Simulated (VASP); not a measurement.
Input of a VASP 6.6.1 run:

Contents of INCAR:

```
SYSTEM = HfC
PREC = Accurate
ENCUT = 520
EDIFF = 1E-6
ISMEAR = -1
SIGMA = 0.1
LREAL = .FALSE.
LASPH = .TRUE.
NELM = 100
ALGO = Normal
ISIF = 2
LWAVE = .FALSE.
LCHARG = .FALSE.
NBANDS = 22
```

File KPOINTS:

```
regular mesh
0
G
  8 8 5
  0 0 0
```

The input POSCAR:

```
HfC
1.0
    3.3868561743      0.0000000000      0.0000000000
   -1.6934280922      2.9331034851      0.0000000000
    0.0000000000      0.0000000000      5.2711786145
Hf C
2 2
Direct
    0.6666666667      0.3333333333      0.7500000000
    0.3333333333      0.6666666667      0.2500000000
    0.0000000000      0.0000000000      0.0000000000
    0.0000000000      0.0000000000      0.5000000000
```

Potentials or basis: VASP PAW LDA potentials, release 64 (Hf_pv, C).

Launch:

```console
$ cat potpaw_LDA.64/Hf_pv/POTCAR potpaw_LDA.64/C/POTCAR > POTCAR
$ mpirun -np 1 vasp_std > vasp.out
```

(1) What does it give for the pressure?

(2) Estimate the band gap on the k mesh.

Answers

(1) -20.0 GPa.

(2) zero (band 14 reaches 6.94 eV, above the bottom of band 15 at 5.82 eV).

Caveat: spin-orbit coupling is left out, which moves the levels of the heavy elements.
